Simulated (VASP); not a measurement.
## Mo: single point with LDA

Mo:

```
CELL_PARAMETERS angstrom
-1.85103 1.64159 1.64159
1.64159 -1.85103 1.64159
1.64159 1.64159 -1.85103
ATOMIC_POSITIONS crystal
Mo 0.00000 0.00000 0.00000
```

```yaml
Program: VASP 6.6.1
Task: single point
Functional: LDA
Potentials_or_basis: VASP PAW LDA potentials, release 64 (Mo_sv)
Cutoff: 520 eV
k_mesh: 22 × 22 × 22
Occupations: gaussian, width 0.15 eV
Spin: no spin polarisation
Dipole_correction: no
Further_INCAR_settings: ALGO = Fast; EDIFF = 1e-06; NBANDS = 13
```

| Property | Result |
| --- | --- |
| Pressure | -23.9 GPa |
| Band gap on the k mesh | zero (bands 7 and 8 overlap by 3.44 eV) |

Stress tensor (GPa, compression positive):
```
-23.88  12.54  12.54
 12.54 -23.88  12.54
 12.54  12.54 -23.88
```

Levels at points of the mesh, in eV from the Fermi level:
```csv
k point,band 4,band 5,band 6,band 7,band 8,band 9,band 10,band 11
"(0.00, 0.00, 0.00)",-34.06,-6.77,-3.12,-0.98,-0.98,2.39,2.39,12.64
"(0.50, 0.00, 0.00)",-34.63,-4.75,-2.78,0.97,1.04,2.53,4.19,11.11
"(0.50, 0.50, 0.00)",-34.10,-4.75,-3.68,0.44,2.59,2.60,3.69,8.36
"(0.50, 0.50, 0.50)",-35.04,-4.78,-4.78,2.46,2.46,5.11,7.97,7.97
```

It took 93 s on 1 thread of Intel(R) Xeon(R) Platinum 8375C CPU @ 2.90GHz (Ice Lake) (shared host), peak memory 0.31 GiB.

Caveat: the cell stands under tension.
